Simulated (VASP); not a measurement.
BN:

```
CELL_PARAMETERS angstrom
0.00000 1.80750 1.80750
1.80750 0.00000 1.80750
1.80750 1.80750 0.00000
ATOMIC_POSITIONS crystal
B 0.00000 0.00000 0.00000
N 0.75000 0.75000 0.75000
```

* Program: VASP 6.6.1
* Task: relaxation of cell and atoms
* Functional: LDA
* Potentials or basis: VASP PAW LDA potentials, release 64 (B, N)
* Cutoff: 600 eV
* k mesh: 10 × 10 × 10
* Occupations: gaussian, width 0.1 eV
* Spin: no spin polarisation

At the start: pressure -10.3 GPa; volume 5.91 Å³/atom.

**Question.** How do energy, volume and symmetry change on relaxing?

**Answer.** Over 3 steps the energy falls by 5.2 meV/atom and the volume is 5.75 Å³/atom (-2.7 %); space group F-43m (No. 216, to 0.1 Å) before and after.

Step by step:
| step | energy change (eV) | largest force (eV/Å) | pressure (GPa) | volume (Å³) |
| --- | --- | --- | --- | --- |
| 1 | 0.0000 | 0.0000 | -10.33 | 11.81 |
| 2 | 0.0016 | 0.0000 | 12.10 | 11.17 |
| 3 | -0.0104 | 0.0000 | -0.06 | 11.50 |

Final structure:
```
B N
1.0
     0.00000    1.79138    1.79138
     1.79138    0.00000    1.79138
     1.79138    1.79138    0.00000
B N
1 1
Direct
  0.00000 0.00000 0.00000
  0.75000 0.75000 0.75000
```
